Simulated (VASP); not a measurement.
## BaNd: single point with PBE

BaNd:

```
Ba Nd
1.0
     0.00000    4.46365    4.46365
     4.46365    0.00000    4.46365
     4.46365    4.46365    0.00000
Ba Nd
2 2
Direct
  0.50000 0.50000 0.50000
  0.75000 0.75000 0.75000
  0.00000 0.00000 0.00000
  0.25000 0.25000 0.25000
```

The cell was built from a structure type or drawn by symmetry, and may not be a known phase.

```yaml
Program: VASP 6.6.1
Task: single point
Functional: PBE
Potentials_or_basis: VASP PAW PBE potentials, release 64 (Ba_sv, Nd_3), 4f in core
Cutoff: 500 eV
k_mesh: 4 × 4 × 4
Occupations: gaussian, width 0.1 eV
Spin: no spin polarisation
```

```yaml
Pressure: 0.6 GPa
Band_gap_on_the_k_mesh: zero (bands 21 and 22 overlap by 0.42 eV)
```

Levels at points of the mesh, in eV from the Fermi level:
| k point | band 18 | band 19 | band 20 | band 21 | band 22 | band 23 | band 24 | band 25 |
| --- | --- | --- | --- | --- | --- | --- | --- | --- |
| (0.00, 0.00, 0.00) | -1.29 | -1.29 | 0.23 | 0.23 | 0.23 | 0.37 | 0.37 | 0.37 |
| (0.50, 0.00, 0.00) | -1.30 | -0.12 | -0.08 | -0.08 | -0.06 | -0.06 | 0.28 | 0.28 |
| (0.50, 0.50, 0.00) | -1.61 | -0.92 | -0.92 | 0.10 | 0.10 | 0.30 | 0.30 | 1.54 |

It took 35 s on 1 thread of Intel(R) Xeon(R) 6975P-C (Granite Rapids), with other jobs on the host, peak memory 0.31 GiB.

Caveat: spin-orbit coupling is left out, which moves the levels of the heavy elements; the 4f electrons are frozen in the core, so they carry no moment and show no levels. Spin polarisation is off, so any magnetic state and its effect on volume and gap are missing.
